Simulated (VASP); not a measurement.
Input of a VASP 6.6.1 run:

Contents of INCAR:

```
PREC     = Accurate       # precision mode
ENCUT    = 700            # plane-wave cutoff, eV
EDIFF    = 1E-6           # SCF threshold, eV
ISMEAR   = 0              # smearing method
SIGMA    = 0.15           # smearing width, eV
LREAL    = False          # projectors in reciprocal space
LASPH    = True           # aspherical terms in the spheres
NELM     = 120            # most SCF steps
ALGO     = Normal         # electronic algorithm
ISIF     = 2              # what is computed and relaxed
LWAVE    = False          # write WAVECAR
LCHARG   = False          # write CHGCAR
GGA      = PE             # functional
NBANDS   = 40             # bands
GGA_COMPAT= False
```

KPOINTS

```
Automatic mesh
0
Gamma
  3 3 4
```

POSCAR

```
TaW2N4
1.0
    3.0356247022     -4.1460809540      0.0000000000
    3.0356247022      4.1460809540      0.0000000000
    0.0000000000      0.0000000000      3.0608331558
Ta W N
1 2 4
Direct
    0.0000000000      0.0000000000      0.0000000000
    0.0000000000      0.5000000000      0.5000000000
    0.5000000000      0.0000000000      0.5000000000
    0.2438350578      0.2438350578      0.5000000000
    0.7561649422      0.7561649422      0.5000000000
    0.7386815287      0.2613184713      0.0000000000
    0.2613184713      0.7386815287      0.0000000000
```

Potentials or basis: VASP PAW PBE potentials, release 64 (Ta_sv_GW, W_sv, N).

Launch:

```sh
$ cat potpaw_PBE.64/Ta_sv_GW/POTCAR potpaw_PBE.64/W_sv/POTCAR potpaw_PBE.64/N/POTCAR > POTCAR
$ mpirun -np 1 vasp_std > vasp.out
```

(1) Estimate the band gap on the k mesh.

(2) Predict the pressure.

(3) Predict the largest force.

## Answers

(1) zero (an odd number of electrons rules out a gap without spin polarisation).

(2) 0.7 GPa.

(3) 0.010 eV/Å.

Caveat: the k points lie up to 0.51 Å⁻¹ apart, too coarse for converged energies and pressures of a metal; spin-orbit coupling is left out, which moves the levels of the heavy elements; an odd number of electrons without spin polarisation forces a metal; a magnetic or distorted state may lie lower.
